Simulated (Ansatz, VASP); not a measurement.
**Si2N: VASP beside Ansatz**

INCAR

```
SYSTEM = Si2N
PREC = Accurate
ENCUT = 520
EDIFF = 1E-6
ISMEAR = 0
SIGMA = 0.2
LREAL = .False.
LASPH = .True.
NELM = 80
ALGO = Normal
ISIF = 2
LWAVE = .False.
LCHARG = .False.
GGA = PE
NBANDS = 38
```

KPOINTS

```
regular mesh
0
Gamma
  8 4 4
  0 0 0
```

Contents of POSCAR:

```
Si2N
1.0
    0.0000000000     -2.8046801797      0.0000000000
   -7.2990711228      0.0000000000      0.0000000000
    0.0000000000      0.0000000000     -8.1820037851
Si N
8 4
Direct
    0.2500000000      0.8757666551      0.0527171190
    0.2500000000      0.3757666551      0.4472828810
    0.7500000000      0.1242333449      0.9472828810
    0.7500000000      0.6242333449      0.5527171190
    0.7500000000      0.9057866816      0.3984341391
    0.2500000000      0.0942133184      0.6015658609
    0.2500000000      0.5942133184      0.8984341391
    0.7500000000      0.4057866816      0.1015658609
    0.2500000000      0.8943952024      0.2641777084
    0.2500000000      0.3943952024      0.2358222916
    0.7500000000      0.1056047976      0.7358222916
    0.7500000000      0.6056047976      0.7641777084
```

Input for Ansatz:

```yaml
crystal:
  lattice:
    - [0.0, -2.8046801797, 0.0]
    - [-7.2990711228, 0.0, 0.0]
    - [0.0, 0.0, -8.1820037851]
  atoms:
    - { symbol: Si, position: [0.25, 0.8757666551, 0.052717119] }
    - { symbol: Si, position: [0.25, 0.3757666551, 0.447282881] }
    - { symbol: Si, position: [0.75, 0.1242333449, 0.947282881] }
    - { symbol: Si, position: [0.75, 0.6242333449, 0.552717119] }
    - { symbol: Si, position: [0.75, 0.9057866816, 0.3984341391] }
    - { symbol: Si, position: [0.25, 0.0942133184, 0.6015658609] }
    - { symbol: Si, position: [0.25, 0.5942133184, 0.8984341391] }
    - { symbol: Si, position: [0.75, 0.4057866816, 0.1015658609] }
    - { symbol: "N", position: [0.25, 0.8943952024, 0.2641777084] }
    - { symbol: "N", position: [0.25, 0.3943952024, 0.2358222916] }
    - { symbol: "N", position: [0.75, 0.1056047976, 0.7358222916] }
    - { symbol: "N", position: [0.75, 0.6056047976, 0.7641777084] }
basis:
  ecutwfc: 420
kpoints:
  mp_grid: { grid: [8, 4, 4] }
hamiltonian:
  xc: pbe
scf:
  occupations: { method: gaussian, width: 0.2 }
  lower_state_search: "off"
output:
  forces: true
  stress: true
  eigenvalues: true
```

Alike in both runs: task single point; functional PBE; k mesh 8 × 4 × 4; occupations gaussian, width 0.2 eV; no spin polarisation.

|  | VASP | Ansatz |
| --- | --- | --- |
| version | VASP 6.6.1 | Ansatz 0.2.0 |
| potentials or method | VASP PAW PBE potentials, release 64 (Si, N), cutoff 520 eV | scalar-relativistic, plane waves, PAW |
| valence electrons in the cell | 52 | 52 |

Ansatz gave:

```
gap on the k mesh at the Fermi level (eV)                     : none
pressure (GPa)                                                : -0.1
traceless stress, the component that is largest in VASP (GPa) : 0.17
rms of the force components (eV/Å)                            : 0.101
```

Task: Estimate VASP's values.

Result: gap on the k mesh at the Fermi level (eV): none; pressure (GPa): -0.3; traceless stress, the component that is largest in VASP (GPa): 0.13; rms of the force components (eV/Å): 0.106.

Atom by atom the forces differ by 0.007 eV/Å (rms over components). A gap of «none» marks a metal or a gap that the smearing closes.
